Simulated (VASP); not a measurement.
Runs of VASP 6.6.1 on ZnS. The structure is that of space group F-43m (No. 216), or close to it. The cells are those of the table. 

```csv
task,cell,k mesh,smearing,gap on the mesh (eV),pressure (GPa)
single point,"a = 3.788 Å, angles 60.0°, 2 atoms",10 × 10 × 10,gaussian 0.02 eV,2.09,0.1
single point,"a = 4.102 Å, angles 60.0°, 2 atoms",6 × 6 × 6,gaussian 0.1 eV,(a),-11.0
single point,"a = 3.789 Å, angles 60.0°, 2 atoms",6 × 6 × 6,gaussian 0.1 eV,2.09,0.1
relaxation of cell and atoms,"relaxed from a = 4.102 Å, angles 60.0°, 2 atoms",6 × 6 × 6,gaussian 0.1 eV,2.08,0.0
```

Alike in all rows: level PBEsol; potentials or basis VASP PAW PBE potentials, release 64 (Zn, S); no spin polarisation; cutoff (eV) 500.

Question: Estimate the missing entries.

Answer: (a) 1.12.

Caveats: the PAW data sets were made with another functional, which shifts forces and pressure a little.

